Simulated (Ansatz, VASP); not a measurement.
Two plane-wave programs on SiGe3Ru2

Contents of INCAR:

```
PREC = Accurate
ENCUT = 520
EDIFF = 1E-6
ISMEAR = 0
SIGMA = 0.1
LREAL = F
LASPH = T
NELM = 60
ALGO = Normal
ISIF = 2
LWAVE = F
LCHARG = F
GGA = PE
NBANDS = 46
```

The input KPOINTS:

```
Automatic mesh
0
Gamma
  4 4 4
```

Contents of POSCAR:

```
SiGe3Ru2
1.0
    3.9829473400      0.0000000000      0.0000000000
    0.0000000000      3.9829473400      0.0000000000
    0.0000000000      0.0000000000      7.1992189800
Si Ge Ru
1 3 2
Direct
    0.0000000000      0.0000000000      0.0000000000
    0.5000000000      0.5000000000      0.7044227200
    0.5000000000      0.5000000000      0.2955772800
    0.5000000000      0.5000000000      0.0000000000
    0.0000000000      0.5000000000      0.5000000000
    0.5000000000      0.0000000000      0.5000000000
```

Input for Ansatz:

```yaml
crystal:
  lattice:
    - [3.98294734, 0.0, 0.0]
    - [0.0, 3.98294734, 0.0]
    - [0.0, 0.0, 7.19921898]
  atoms:
    - { symbol: Si, position: [0.0, 0.0, 0.0] }
    - { symbol: Ge, position: [0.5, 0.5, 0.70442272] }
    - { symbol: Ge, position: [0.5, 0.5, 0.29557728] }
    - { symbol: Ge, position: [0.5, 0.5, 0.0] }
    - { symbol: Ru, position: [0.0, 0.5, 0.5] }
    - { symbol: Ru, position: [0.5, 0.0, 0.5] }
basis:
  ecutwfc: 420
kpoints:
  mp_grid: { grid: [4, 4, 4] }
hamiltonian:
  xc: pbe
scf:
  occupations: { method: gaussian, width: 0.1 }
  lower_state_search: "off"
output:
  forces: true
  stress: true
  eigenvalues: true
```

Alike in both runs: task single point; functional PBE; k mesh 4 × 4 × 4; occupations gaussian, width 0.1 eV; no spin polarisation.

|  | VASP | Ansatz |
| --- | --- | --- |
| version | VASP 6.6.1 | Ansatz 0.2.0 |
| potentials or method | VASP PAW PBE potentials, release 64 (Si, Ge_d, Ru_pv), cutoff 520 eV | scalar-relativistic, plane waves, PAW |
| valence electrons in the cell | 74 | 78 |

VASP gave:

```
gap on the k mesh at the Fermi level (eV)                     : none
pressure (GPa)                                                : 7.3
traceless stress, the component that is largest in VASP (GPa) : 22.53
rms of the force components (eV/Å)                            : 0.963
```

Problem. Which values does Ansatz return?

Solution. gap on the k mesh at the Fermi level (eV): none; pressure (GPa): 7.2; traceless stress, the component that is largest in VASP (GPa): 22.61; rms of the force components (eV/Å): 0.978.

Atom by atom the forces differ by 0.015 eV/Å (rms over components). A gap of «none» marks a metal or a gap that the smearing closes. VASP's potentials hold 74 valence electrons a cell and Ansatz's 78, so a difference there can come from the potentials and not from the codes.

The k mesh is coarse, so the values compare programs but aren't converged.
